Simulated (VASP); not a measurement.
# Sn11Ge13O48 (P1) in VASP: single point with PBEsol

Aim: the single point of Sn11Ge13O48 with PBEsol.

Program: VASP 6.6.1. These are calculated values, not measurements. Logs are shortened: lines on timing, memory, paths and dates and some standing lists are left out, and cuts for length are marked.

**1. The cell of the first run**

The typed cell holds 72 atoms: a = 9.203 Å, b = 9.189 Å, c = 9.083 Å, α = 90.00°, β = 90.00°, γ = 90.00°.

**2. Single point, PBEsol**

Contents of INCAR:

```
ALGO = Normal
EDIFF = 1E-6
ENCUT = 600
GGA = PS
GGA_COMPAT = F
ISIF = 2
ISMEAR = -1
LASPH = T
LCHARG = F
LREAL = Auto
LWAVE = F
NBANDS = 354
NELM = 120
PREC = Accurate
SIGMA = 0.05
```

Contents of KPOINTS:

```
Automatic mesh
0
Gamma
  1 1 1
  0.5 0.5 0.5
```

Contents of POSCAR:

```
Sn11Ge13O48
1.0
    9.2030812813      0.0000000000      0.0000000000
    0.0000000000      9.1887200750      0.0000000000
    0.0000000000      0.0000000000      9.0833181455
Ge Sn O
13 11 48
Direct
    0.0000550000      0.9974750000      0.9988060000
    0.9955880000      0.0021740000      0.3326600000
    0.9941090000      0.0018460000      0.6684170000
    0.9996000000      0.4981320000      0.0011130000
    0.9997650000      0.4969680000      0.3307300000
    0.5020280000      0.0021850000      0.3340930000
    0.5020890000      0.5026210000      0.9984340000
    0.2457410000      0.2487370000      0.1666060000
    0.2432550000      0.7501890000      0.8358390000
    0.7527850000      0.2458520000      0.5033520000
    0.7567360000      0.2494300000      0.8325900000
    0.7583660000      0.7555770000      0.4997160000
    0.7554000000      0.7514190000      0.8327370000
    0.9901540000      0.5064870000      0.6675820000
    0.5002720000      0.0015720000      0.0018790000
    0.5105830000      0.9937900000      0.6644900000
    0.5040540000      0.4968860000      0.3306940000
    0.5069330000      0.5003980000      0.6720860000
    0.2419000000      0.2431880000      0.4947510000
    0.2455080000      0.2502520000      0.8392260000
    0.2447630000      0.7482990000      0.1627670000
    0.2466060000      0.7554990000      0.5024470000
    0.7567390000      0.2511040000      0.1661710000
    0.7556550000      0.7507190000      0.1664540000
    0.1511280000      0.1450220000      0.0133390000
    0.1426210000      0.1481300000      0.3193850000
    0.1398620000      0.1469670000      0.6682530000
    0.1434960000      0.6503590000      0.9892180000
    0.1471340000      0.6442820000      0.3332780000
    0.1521490000      0.6577780000      0.6797830000
    0.6634060000      0.1539450000      0.9871940000
    0.6525910000      0.1527400000      0.3437110000
    0.6641500000      0.1565460000      0.6692290000
    0.6514190000      0.6558310000      0.9898150000
    0.6626990000      0.6555340000      0.3453100000
    0.6688360000      0.6608300000      0.6649680000
    0.3483680000      0.3459280000      0.0144080000
    0.3387800000      0.3443010000      0.3209080000
    0.3424340000      0.3468880000      0.6640230000
    0.3374580000      0.8477510000      0.9872710000
    0.3527440000      0.8524860000      0.3309430000
    0.3464090000      0.8414720000      0.6822940000
    0.8560430000      0.3479030000      0.9881700000
    0.8497360000      0.3498500000      0.3452580000
    0.8402680000      0.3428740000      0.6683200000
    0.8509150000      0.8516610000      0.9899650000
    0.8543010000      0.8531210000      0.3428830000
    0.8514290000      0.8490400000      0.6658600000
    0.0928840000      0.4003180000      0.1652000000
    0.0908550000      0.4087890000      0.4909870000
    0.0905890000      0.4078570000      0.8429760000
    0.0831900000      0.9022820000      0.1668790000
    0.0904280000      0.9166390000      0.4999280000
    0.0940420000      0.9068740000      0.8335880000
    0.6033080000      0.4107810000      0.1524120000
    0.6043880000      0.3908000000      0.5013200000
    0.6001160000      0.3985580000      0.8463660000
    0.5974540000      0.9101310000      0.1787610000
    0.6041610000      0.8974900000      0.4881530000
    0.6101580000      0.8944670000      0.8355870000
    0.4022860000      0.1013570000      0.1781500000
    0.4050940000      0.0881430000      0.4909580000
    0.4066800000      0.0998970000      0.8294370000
    0.4123200000      0.6005570000      0.1544570000
    0.4034360000      0.5965420000      0.5007500000
    0.3984760000      0.5943990000      0.8456650000
    0.9029400000      0.0852950000      0.1651030000
    0.9024090000      0.1002400000      0.4999630000
    0.9071450000      0.0978340000      0.8344770000
    0.9089610000      0.5855650000      0.1658280000
    0.9036980000      0.6067790000      0.4878520000
    0.8955600000      0.6018510000      0.8462650000
```

Potentials or basis: VASP PAW PBE potentials, release 64 (Ge_d, Sn_d, O).

On the command line:

```
$ cat potpaw_PBE.64/Ge_d/POTCAR potpaw_PBE.64/Sn_d/POTCAR potpaw_PBE.64/O/POTCAR > POTCAR
$ mpirun -np 1 vasp_std > vasp.out
```

OUTCAR:

```text
EDIFF = 1E-6
   ENCUT = 600
   GGA = PS
   ISIF = 2
   ISMEAR = -1
   LASPH = T
   LREAL = Auto
   NELM = 120
   PREC = Accurate

 ion  position               nearest neighbor table
   1  0.000  0.997  0.999-  52 1.92  46 1.92  54 1.92  67 1.93  25 1.95  69 1.95
   2  0.996  0.002  0.333-  47 1.89  67 1.90  26 1.91  53 1.92  52 1.94  68 1.96
   3  0.994  0.002  0.668-  27 1.89  69 1.92  48 1.92  53 1.93  54 1.96  68 1.97
   4  1.000  0.498  0.001-  51 1.86  70 1.89  43 1.91  28 1.93  49 1.94  72 1.95  14 3.03
   5  1.000  0.497  0.331-  50 1.87  70 1.90  29 1.92  44 1.94  49 1.95  71 1.96  14 3.06
   6  0.502  0.002  0.334-  62 1.86  58 1.86  61 1.92  59 1.94  41 1.94  32 1.96  16 3.00  15 3.02
[... 7 lines left out ...]
  10  0.753  0.246  0.503-  33 1.90  56 1.91  32 1.92  68 1.92  45 1.92  44 1.94  23 3.06
  11  0.757  0.249  0.833-  31 1.87  45 1.89  43 1.91  33 1.91  69 1.96  57 1.99  23 3.03
  12  0.758  0.756  0.500-  35 1.89  47 1.90  71 1.92  36 1.92  59 1.93  48 1.94  24 3.03
  13  0.755  0.751  0.833-  60 1.87  72 1.89  36 1.91  46 1.91  34 1.93  48 1.97  24 3.03
  14  0.990  0.506  0.668-  71 2.04  72 2.04  45 2.04  30 2.04  51 2.05  50 2.06   4 3.03   5 3.06
                            22 3.61  20 3.67  19 3.70
  15  0.500  0.002  0.002-  63 2.00  58 2.02  61 2.05  31 2.06  40 2.06  60 2.07   6 3.02  16 3.07
                            20 3.59  23 3.61  24 3.62  21 3.62
  16  0.511  0.994  0.664-  60 2.02  59 2.02  63 2.03  62 2.04  33 2.06  42 2.07   6 3.00  15 3.07
                            22 3.59  19 3.71  20 3.74
  17  0.504  0.497  0.331-  65 2.02  55 2.02  64 2.05  56 2.05  35 2.07  38 2.07   7 3.02  18 3.10
                            23 3.57  24 3.61  21 3.65  19 3.67  22 3.70
  18  0.507  0.500  0.672-  65 2.03  57 2.03  56 2.06  66 2.06  39 2.07  36 2.10   7 2.96  17 3.10
                            20 3.66  22 3.69
  19  0.242  0.243  0.495-  39 2.03  26 2.03  27 2.04  38 2.04  50 2.06  62 2.07   8 2.98  20 3.13
                            17 3.67  14 3.70  16 3.71
  20  0.246  0.250  0.839-  63 2.03  39 2.03  51 2.03  25 2.05  37 2.05  27 2.06   8 2.97  19 3.13
                            15 3.59  18 3.66  14 3.67  16 3.74
  21  0.245  0.748  0.163-  40 2.03  29 2.03  28 2.04  52 2.05  64 2.06  41 2.06   9 2.97  22 3.09
                            15 3.62  17 3.65
  22  0.247  0.755  0.502-  42 2.03  30 2.04  41 2.04  65 2.05  29 2.06  53 2.06   9 3.03  21 3.09
                            16 3.59  14 3.61  18 3.69  17 3.70
  23  0.757  0.251  0.166-  67 2.03  55 2.04  31 2.04  44 2.05  43 2.06  32 2.08  11 3.03  10 3.06
                            17 3.57  15 3.61
  24  0.756  0.751  0.166-  35 2.03  46 2.05  34 2.06  47 2.07  58 2.07  70 2.07  12 3.03  13 3.03
                            17 3.61  15 3.62
  25  0.151  0.145  0.013-   8 1.90   1 1.95  20 2.05
  26  0.143  0.148  0.319-   2 1.91   8 1.92  19 2.03
  27  0.140  0.147  0.668-   3 1.89  19 2.04  20 2.06
[... 43 lines left out ...]
  71  0.904  0.607  0.488-  12 1.92   5 1.96  14 2.04
  72  0.896  0.602  0.846-  13 1.89   4 1.95  14 2.04

  LATTYP: Found a simple orthorhombic cell.
 ALAT       =     9.0833181455
 B/A-ratio  =     1.0116039015
 C/A-ratio  =     1.0131849544

  Lattice vectors:

 A1 = (   0.0000000000,   0.0000000000,  -9.0833181455)
 A2 = (   0.0000000000,   9.1887200750,   0.0000000000)
 A3 = (   9.2030812813,   0.0000000000,   0.0000000000)

Analysis of symmetry for initial positions (statically):
=====================================================================
 Subroutine PRICEL returns:
 Original cell was already a primitive cell.

 Routine SETGRP: Setting up the symmetry group for a
 simple orthorhombic supercell.

 Subroutine GETGRP returns: Found  1 space group operations
 (whereof  1 operations were pure point group operations)
 out of a pool of  8 trial point group operations.

The static configuration has the point symmetry C_1 .

Analysis of symmetry for dynamics (positions and initial velocities):
=====================================================================
 Subroutine PRICEL returns:
 Original cell was already a primitive cell.

 Routine SETGRP: Setting up the symmetry group for a
 simple orthorhombic supercell.

 Subroutine GETGRP returns: Found  1 space group operations
[... 184 lines left out ...]
     0.000000000  0.108829085  0.000000000     0.000000000  1.000000000  0.000000000
     0.000000000  0.000000000  0.110091927     0.000000000  0.000000000  1.000000000

  Length of vectors
     0.108659260  0.108829085  0.110091927

  Shift w.r.t. Gamma in fractional coordinates (k-lattice)
     0.500000000  0.500000000  0.500000000

 Subroutine IBZKPT returns following result:
 ===========================================

 Found      1 irreducible k-points:

 Following reciprocal coordinates:
            Coordinates               Weight
  0.500000  0.500000  0.500000      1.000000
   k-points           NKPTS =      1   k-points in BZ     NKDIM =      1   number of bands    NBANDS=    354
   number of dos      NEDOS =    301   number of ions     NIONS =     72
   total plane-waves  NPLWV = 512000
   dimension x,y,z NGX =    80 NGY =   80 NGZ =   80
   dimension x,y,z NGXF=   160 NGYF=  160 NGZF=  160
   ions per type =              13  11  48
   NGX,Y,Z   is equivalent  to a cutoff of  14.45, 14.47, 14.64 a.u.
   NGXF,Y,Z  is equivalent  to a cutoff of  28.90, 28.95, 29.28 a.u.
 SYSTEM =  unknown system
   PREC   = accura    normal or accurate (medium, high low for compatibility)
   ISTART =      0    job   : 0-new  1-cont  2-samecut
   ICHARG =      2    charge: 1-file 2-atom 10-const
   ISPIN  =      1    spin polarized calculation?
   LNONCOLLINEAR =      F non collinear calculations
   LSORBIT =      F    spin-orbit coupling
   LASPH  =      T    aspherical Exc in radial PAW
   ENCUT  =  600.0 eV  44.10 Ry    6.64 a.u.  18.38 18.35 18.14*2*pi/ulx,y,z
   NELM   =    120;   NELMIN=  2; NELMDL= -5     # of ELM steps
   EDIFF  = 0.1E-05   stopping-criterion for ELM
   LREAL  =      T    real-space projection
   EDIFFG = 0.1E-04   stopping-criterion for IOM
   NSW    =      0    number of steps for IOM
[... 5 lines left out ...]
   TEBEG  =    0.0;   TEEND  =   0.0 temperature during run
   PSTRESS=    0.0 pullay stress
   NELECT =     624.0000    total number of electrons
   NUPDOWN=      -1.0000    fix difference up-down
   EMIN   =  10.00;   EMAX   =-10.00  energy-range for DOS
   EFERMI =   0.00;   METHOD = LEGACY
   ISMEAR =    -1;   SIGMA  =   0.05  broadening in eV -4-tet -1-fermi 0-gaus
   EFERMI_NEDOS =   21; number of points for ismear=-14 and -15
   IALGO  =     38    algorithm
   IMIX   =      4    mixing-type and parameters
     AMIX     =   0.40;   BMIX     =  1.00
     AMIX_MAG =   1.60;   BMIX_MAG =  1.00
  volume/ion in A,a.u.               =      10.67        71.99
  Fermi-wavevector in a.u.,A,eV,Ry     =   1.527538  2.886629 31.747468  2.333373
  Thomas-Fermi vector in A             =   2.635421
   LORBIT       =      0    0 simple, 1 ext, 2 COOP (PROOUT), +10 PAW based schemes
   GGA     = PS    functional components
   LHFCALC =     F    Hartree Fock is set to
   AEXX    =    0.0000 exact exchange contribution
   IVDW    =     0    specifies the selected vdW correction
   LEPSILON=     F    determine dielectric tensor
   LRPA    =     F    only Hartree local field effects (RPA)
 non-spin polarized calculation
  energy-cutoff  :      600.00
  volume of cell :      768.13
 maximum number of plane-waves:     25624
 NGX is ok and might be reduce to    72
   NGX = 37   NGY = 37   NGZ = 37

 number of electron     624.0000016 magnetization

 Free energy of the ion-electron system (eV)
  ---------------------------------------------------
  ext. energy  EPLUGINS =         0.00000000
  ---------------------------------------------------
  free energy    TOTEN  =      -484.09943838 eV

  energy without entropy =     -484.09943838  energy(sigma->0) =     -484.09943838

 E-fermi :   6.5963     XC(G=0): -11.9096

 val. band max:        5.3712100738   @ k =   0.5000   0.5000   0.5000
 cond. band min:       9.3977864162   @ k =   0.5000   0.5000   0.5000
 fundamental gap:      4.0265763424
 Fermi energy:         6.5962841350

 k-point     1 :       0.5000    0.5000    0.5000
  band No.  band energies     occupation
      1     -18.4574      2.00000
      2     -18.4317      2.00000
      3     -18.4265      2.00000
      4     -18.4190      2.00000
      5     -18.4055      2.00000
      6     -18.3942      2.00000
[... 316 lines left out ...]
    323      10.9119      0.00000
    324      10.9293      0.00000
 [bands above 324 left out]

------------------------ aborting loop because EDIFF is reached ----------------------------------------

  FORCE on cell =-STRESS in cart. coord.  units (eV):
  Direction    XX          YY          ZZ          XY          YZ          ZX
  --------------------------------------------------------------------------------------
  -------------------------------------------------------------------------------------
  Total        0.3670453      0.3097708      1.9160942     -3.2854166     -0.0728190     -0.1292238
  in kB        0.7655922      0.6461275      3.9966363     -6.8528027     -0.1518876     -0.2695381
  external PRESSURE =       1.8027853 kB  Pullay stress =       0.0000000 kB

 VOLUME and BASIS-vectors are now :
 -----------------------------------------------------------------------------
  energy-cutoff  :      600.00
  volume of cell :      768.13
      direct lattice vectors                 reciprocal lattice vectors
     9.203081281  0.000000000  0.000000000     0.108659260  0.000000000  0.000000000
     0.000000000  9.188720075  0.000000000     0.000000000  0.108829085  0.000000000
     0.000000000  0.000000000  9.083318145     0.000000000  0.000000000  0.110091927

 POSITION                                       TOTAL-FORCE (eV/Angst)
 -----------------------------------------------------------------------------------
      0.00051      9.16552      9.07247        -0.000903      0.005270      0.004734
      9.16248      0.01998      3.02166        -0.001439     -0.001318     -0.007402
      9.14887      0.01696      6.07144         0.003635      0.000183      0.000932
      9.19940      4.57720      0.01011        -0.001249      0.003921     -0.010650
      9.20092      4.56650      3.00413         0.002819      0.003094      0.009761
      4.62020      0.02008      3.03467         0.001306     -0.002027     -0.002494
[... 64 lines left out ...]
      8.31681      5.57552      4.43131        -0.020751      0.023757     -0.024553
      8.24191      5.53024      7.68689        -0.024767      0.025292      0.024597
 -----------------------------------------------------------------------------------
    total drift:                                0.000810      0.000199      0.017310

  FREE ENERGIE OF THE ION-ELECTRON SYSTEM (eV)
  ---------------------------------------------------
  free  energy   TOTEN  =      -484.0994383824 eV

  energy  without entropy=     -484.0994383822  energy(sigma->0) =     -484.09943838
```

It took 40 min on 1 thread of Intel Xeon 8259CL, shared host; peak memory 1.1 GiB.

Results:

| Quantity | Value |
| --- | --- |
| Free energy | -484.0994 eV |
| Pressure | 0.2 GPa |
| Largest force | 0.063 eV/Å |
| Band gap on the k mesh | 4.03 eV |

Forces in eV/Å, atoms in the order of the input:
```
Ge  -0.001  0.005  0.005
Ge  -0.001 -0.001 -0.007
Ge   0.004  0.000  0.001
Ge  -0.001  0.004 -0.011
Ge   0.003  0.003  0.010
Ge   0.001 -0.002 -0.002
Ge   0.000 -0.002  0.009
Ge   0.002  0.001  0.006
Ge   0.004  0.000 -0.005
Ge  -0.003  0.005  0.004
Ge  -0.007 -0.001  0.009
Ge  -0.006 -0.003 -0.016
Ge  -0.003  0.002  0.010
Sn   0.008  0.001  0.001
Sn   0.009 -0.011 -0.006
Sn  -0.012  0.006  0.014
Sn  -0.012  0.001  0.015
Sn   0.002  0.009 -0.011
Sn   0.002 -0.011  0.011
Sn   0.005  0.000 -0.015
Sn   0.017 -0.001  0.000
Sn   0.000 -0.004 -0.009
Sn  -0.008  0.001 -0.002
Sn  -0.006  0.007  0.001
O   -0.023 -0.025  0.025
O   -0.026 -0.024 -0.025
O   -0.041 -0.036  0.003
O   -0.025 -0.025 -0.023
O   -0.035 -0.034  0.005
O   -0.001  0.004  0.029
O    0.003  0.001 -0.029
O   -0.019 -0.019  0.019
O    0.016  0.015 -0.002
O   -0.021 -0.019 -0.021
O    0.001 -0.003  0.031
O    0.011  0.010 -0.001
O    0.024  0.020  0.026
O    0.001  0.002 -0.029
O    0.014  0.015 -0.004
O    0.000  0.001 -0.031
O    0.031  0.032 -0.003
O    0.004  0.001  0.030
O    0.023  0.022 -0.023
O    0.018  0.017  0.022
O   -0.018 -0.017 -0.002
O    0.021  0.021 -0.021
O    0.023  0.023  0.021
O    0.006  0.007  0.001
O    0.007 -0.008  0.000
O   -0.006  0.002 -0.025
O   -0.004  0.002  0.024
O   -0.016  0.014  0.002
O   -0.013  0.015 -0.001
O    0.005 -0.005 -0.001
O    0.003  0.002 -0.030
O    0.038 -0.038 -0.001
O    0.025 -0.023  0.022
O    0.000  0.001  0.032
O    0.025 -0.022 -0.025
O    0.045 -0.044  0.003
O   -0.021  0.021  0.026
O   -0.001 -0.002 -0.027
O   -0.017  0.019 -0.010
O    0.000  0.004 -0.025
O   -0.013  0.013  0.000
O   -0.020  0.021  0.024
O    0.017 -0.017  0.003
O   -0.005  0.006 -0.001
O   -0.004  0.005 -0.003
O    0.015 -0.015  0.001
O   -0.021  0.024 -0.025
O   -0.025  0.025  0.025
```

Stress tensor (GPa, compression positive):
```
 0.08 -0.69 -0.03
-0.69  0.06 -0.02
-0.03 -0.02  0.40
```

Caveat: the k points lie up to 0.69 Å⁻¹ apart; the PAW data sets were made with another functional, which shifts forces and pressure a little; spin-orbit coupling is left out, which moves the levels of the heavy elements; a shifted mesh leaves out Γ, where band edges can lie.
